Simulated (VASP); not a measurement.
Set up this calculation in VASP 6.6.1, as the native input.

* Task: single point
* Functional: PBEsol
* Potentials or basis: VASP PAW PBE potentials, release 64 (Al, Co)
* Cutoff: 520 eV
* k mesh: 12 × 12 × 12
* Occupations: gaussian, width 0.1 eV
* Spin: collinear spin, ferromagnetic start
* Starting moments: [0.0, 1.45, 1.45, 1.45] μB
* Dipole correction: no
* Further INCAR settings: ALGO = Normal; EDIFF = 1e-06; NBANDS = 27

The structure of AlCo3 lies in POSCAR:

```
AlCo3
1.0
    3.5642642220      0.0000000000      0.0000000000
    0.0000000000      3.5642642220      0.0000000000
    0.0000000000      0.0000000000      3.5642642220
Al Co
1 3
Direct
    0.0000000000      0.0000000000      0.0000000000
    0.5000000000      0.5000000000      0.0000000000
    0.5000000000      0.0000000000      0.5000000000
    0.0000000000      0.5000000000      0.5000000000
```

This cell differs from its parent crystal: volume scaled by 1.03.

The input as run:

INCAR

```
SYSTEM = AlCo3
PREC = Accurate
ENCUT = 520
EDIFF = 1E-6
ISMEAR = 0
SIGMA = 0.1
LREAL = .False.
LASPH = .True.
NELM = 150
ALGO = Normal
ISIF = 2
LWAVE = .False.
LCHARG = .False.
ISPIN = 2
MAGMOM = 0 1.45 1.45 1.45
LORBIT = 11
LMAXMIX = 4
GGA = PS
NBANDS = 27
```

KPOINTS

```
regular mesh
0
Gamma
  12 12 12
  0 0 0
```

Potentials or basis: VASP PAW PBE potentials, release 64 (Al, Co).

Launch:

```sh
$ cat potpaw_PBE.64/Al/POTCAR potpaw_PBE.64/Co/POTCAR > POTCAR
$ mpirun -np 1 vasp_std > vasp.out
```

It gave:

The pressure is -6.0 GPa. The net moment is 3.84 μB per cell and the site moments are Al -0.04; Co +1.31 μB. The valence electrons inside the program's atomic spheres are Al 0.83; Co 8.31.

Caveat: the PAW data sets were made with another functional, which shifts forces and pressure a little.

Run time: 4.2 min on 1 thread of Intel(R) Xeon(R) Platinum 8488C (Sapphire Rapids), with other jobs on the host, peak memory 0.27 GiB.
